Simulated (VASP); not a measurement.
Ta, 1 atom in the cell. It takes space group I4/mmm (No. 139, tetragonal). The conventional cell has a = 3.270 Å, b = 3.270 Å, c = 3.303 Å, α = 90.00°, β = 90.00°, γ = 90.00°. Ta (site symmetry 4/mmm) has 14 Ta at 2.84 to 3.30 Å within 3.7 Å.  This cell differs from its parent crystal: equal xx and yy strain of -1 %.

```yaml
Program: VASP 6.6.1
Task: electric field gradients
Functional: PBEsol
Potentials_or_basis: VASP PAW PBE potentials, release 64 (Ta_pv)
Cutoff: 520 eV
k_mesh: 15 × 15 × 15
Occupations: fermi-dirac, width 0.05 eV
Spin: no spin polarisation
Dipole_correction: no
Further_INCAR_settings: ALGO = Normal; EDIFF = 1e-08; NBANDS = 12
```

Potentials or basis: VASP PAW PBE potentials, release 64 (Ta_pv).

Run with:

```console
$ cat potpaw_PBE.64/Ta_pv/POTCAR > POTCAR
$ mpirun -np 1 vasp_std > vasp.out
```

Hardware: 1 thread of Intel Xeon 8259CL, on a shared host.

Problem. How long does it take, and how much memory?

Solution. It took 75 s on 1 thread of Intel Xeon 8259CL (shared host), peak memory 0.19 GiB. Counts: scf iterations 13, k points 288.
